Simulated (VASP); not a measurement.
Crystal: Ga4Sb3P.

```xyz
8
Lattice="5.9613 0.0000 0.0000 0.0000 5.9613 0.0000 0.0000 0.0000 5.9613" Properties=species:S:1:pos:R:3 pbc="T T T"
P     0.0000    0.0000    0.0000
Ga    4.5528    4.5528    4.5528
Ga    1.4086    1.4086    4.5528
Ga    1.4086    4.5528    1.4086
Ga    4.5528    1.4086    1.4086
Sb    2.9807    2.9807    0.0000
Sb    2.9807    0.0000    2.9807
Sb    0.0000    2.9807    2.9807
```

Base run:

```yaml
Program: VASP 6.6.1
Functional: r2SCAN
Potentials_or_basis: VASP PAW PBE potentials, release 64 (P, Ga_d, Sb)
Cutoff: 520 eV
k_mesh: 4 × 4 × 4
Occupations: fermi-dirac, width 0.02 eV
Spin: no spin polarisation
```

Its results: band gap on the k mesh 0.20 eV, indirect (least direct gap 0.46 eV); pressure 0.1 GPa; largest force 0.011 eV/Å.

**Question.** The run is repeated on the same cell with these changes: functional from r2SCAN to PBE. What comes out?

**Answer.** Band gap on the k mesh zero (band 36 reaches 4.91 eV, above the bottom of band 37 at 4.87 eV); pressure 2.1 GPa; largest force 0.064 eV/Å.

r2SCAN gives the wider gap, since meta-GGAs in the generalised Kohn-Sham scheme recover part of the derivative discontinuity.

Caveats: spin-orbit coupling is left out, which moves the levels of the heavy elements; the PAW data sets were made with another functional, which shifts forces and pressure a little (some runs).

A k mesh can miss the band edges.
